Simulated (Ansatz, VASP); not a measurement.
**Two plane-wave programs on AlAs**

The input INCAR:

```
PREC = Accurate
ENCUT = 500
EDIFF = 1E-6
ISMEAR = 0
SIGMA = 0.01
LREAL = False
LASPH = True
NELM = 120
ALGO = Normal
ISIF = 2
LWAVE = False
LCHARG = True
GGA = PS
LELF = True
LVHAR = True
NBANDS = 11
GGA_COMPAT = False
```

KPOINTS

```
regular mesh
0
Gamma
  8 8 8
```

File POSCAR:

```
AlAs
1.0
    0.0000000000      2.8372296537      2.8372296537
    2.8372296537      0.0000000000      2.8372296537
    2.8372296537      2.8372296537      0.0000000000
Al As
1 1
Direct
    0.0000000000      0.0000000000      0.0000000000
    0.2500000000      0.2500000000      0.2500000000
```

Input for Ansatz:

```yaml
crystal:
  lattice:
    - [0.0, 2.8372296537, 2.8372296537]
    - [2.8372296537, 0.0, 2.8372296537]
    - [2.8372296537, 2.8372296537, 0.0]
  atoms:
    - { symbol: Al, position: [0.0, 0.0, 0.0] }
    - { symbol: As, position: [0.25, 0.25, 0.25] }
basis:
  ecutwfc: 600.0
kpoints:
  mp_grid: { grid: [8, 8, 8] }
  band_path:
    path:
      - [0.0, 0.0, 0.0]
      - [0.0, 0.0, 0.0]
      - [0.0, 0.0, 0.0]
      - [0.0, 0.0, 0.0]
      - [0.0, 0.0, 0.0]
      - [0.0, 0.0, 0.0]
      - [0.0, 0.0, 0.0]
      - [0.0, 0.0, 0.0]
      - [0.0, 0.0, 0.0]
      - [0.0, 0.0, 0.0]
      - [0.0, 0.0, 0.0]
      - [0.0, 0.0, 0.0]
      - [0.0, 0.0, 0.0]
      - [0.0, 0.0, 0.0]
      - [0.0, 0.0, 0.0]
      - [0.0, 0.0, 0.0]
      - [0.0, 0.0, 0.0]
      - [0.0, 0.0, 0.0]
      - [0.0, 0.0, 0.0]
      - [0.0, 0.0, 0.0]
      - [0.0, 0.0, 0.0]
      - [0.0, 0.0, 0.0]
      - [0.0, 0.0, 0.0]
      - [0.0, 0.0, 0.0]
      - [0.0, 0.0, 0.0]
      - [0.0, 0.0, 0.0]
      - [0.3, 0.3, 0.0]
      - [0.3166666667, 0.3166666667, 0.0]
      - [0.3333333333, 0.3333333333, 0.0]
      - [0.35, 0.35, 0.0]
      - [0.3666666667, 0.3666666667, 0.0]
      - [0.3833333333, 0.3833333333, 0.0]
      - [0.4, 0.4, 0.0]
      - [0.4166666667, 0.4166666667, 0.0]
      - [0.4333333333, 0.4333333333, 0.0]
      - [0.45, 0.45, 0.0]
      - [0.4666666667, 0.4666666667, 0.0]
      - [0.4833333333, 0.4833333333, 0.0]
      - [0.5, 0.5, 0.0]
      - [0.5, 0.5, 0.5]
      - [0.5, 0.5, 0.5]
      - [0.5, 0.5, 0.5]
      - [0.5, 0.5, 0.5]
      - [0.5, 0.5, 0.5]
      - [0.5, 0.5, 0.5]
      - [0.5, 0.5, 0.5]
      - [0.5, 0.5, 0.5]
      - [0.5, 0.5, 0.5]
      - [0.5, 0.5, 0.5]
      - [0.5, 0.5, 0.5]
      - [0.5, 0.5, 0.5]
      - [0.5, 0.5, 0.5]
    npoints: 1
hamiltonian:
  xc: pbesol
  pseudopotentials: { kind: paw, azcp: { folder: soft_1 } }
scf:
  occupations: { method: fixed }
  n_extra_bands: 5
output:
  eigenvalues: true
```

Alike in both runs: task single point; functional PBEsol; k mesh 8 × 8 × 8; no spin polarisation.

|  | VASP | Ansatz |
| --- | --- | --- |
| version | VASP 6.6.1 | Ansatz 0.2.0 |
| potentials or method | VASP PAW PBE potentials, release 64 (Al, As), cutoff 500 eV | scalar-relativistic, plane waves, PAW |
| occupations | gaussian, width 0.01 eV | fixed |
| valence electrons in the cell | 8 | 18 |

|  | VASP | Ansatz | Ansatz less VASP |
| --- | --- | --- | --- |
| gap on the k mesh at the Fermi level (eV) | 1.33 | 1.34 | +0.012 |
| least direct gap on the mesh (eV) | 1.92 | 1.91 | -0.014 |

VASP's potentials were made for PBE, not for PBEsol, and Ansatz warns of the same on its side. VASP's potentials hold 8 valence electrons a cell and Ansatz's 18, so a difference there can come from the potentials and not from the codes.
